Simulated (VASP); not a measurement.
A run of VASP 6.6.1 is set up as follows.

The input INCAR:

```
PREC     = Accurate       # precision mode
ENCUT    = 520            # plane-wave cutoff, eV
EDIFF    = 1E-6           # SCF threshold, eV
ISMEAR   = 0              # smearing method
SIGMA    = 0.15           # smearing width, eV
LREAL    = False          # projectors in reciprocal space
LASPH    = True           # aspherical terms in the spheres
NELM     = 100            # most SCF steps
ALGO     = Normal         # electronic algorithm
ISIF     = 2              # what is computed and relaxed
LWAVE    = False          # write WAVECAR
LCHARG   = False          # write CHGCAR
GGA      = CA             # functional
NBANDS   = 30             # bands
```

Contents of KPOINTS:

```
Automatic mesh
0
Gamma
  14 14 14
```

File POSCAR:

```
Cu3O2
1.0
   -1.8963500000      1.8963500000      3.3014000000
    1.8963500000     -1.8963500000      3.3014000000
    1.8963500000      1.8963500000     -3.3014000000
Cu O
3 2
Direct
    0.2500000000      0.7500000000      0.5000000000
    0.7500000000      0.2500000000      0.5000000000
    0.0000000000      0.0000000000      0.0000000000
    0.0000000000      0.5000000000      0.5000000000
    0.5000000000      0.0000000000      0.5000000000
```

Potentials or basis: VASP PAW LDA potentials, release 64 (Cu, O).

Command:

```console
$ cat potpaw_LDA.64/Cu/POTCAR potpaw_LDA.64/O/POTCAR > POTCAR
$ mpirun -np 1 vasp_std > vasp.out
```

Question: What does it give for the band gap on the k mesh?

Answer: Zero (an odd number of electrons rules out a gap without spin polarisation).

Question: Predict the pressure.

Answer: 48.2 GPa.

Stress tensor (GPa, compression positive):
```
23.25  0.00  0.00
 0.00 23.25  0.00
 0.00  0.00 98.08
```

Caveat: the stress differs along the axes, from 23 to 98 GPa; an odd number of electrons without spin polarisation forces a metal; a magnetic or distorted state may lie lower. With open d or f shells a metallic result of LDA can be an artefact of self-interaction; +U or a hybrid may open a gap.
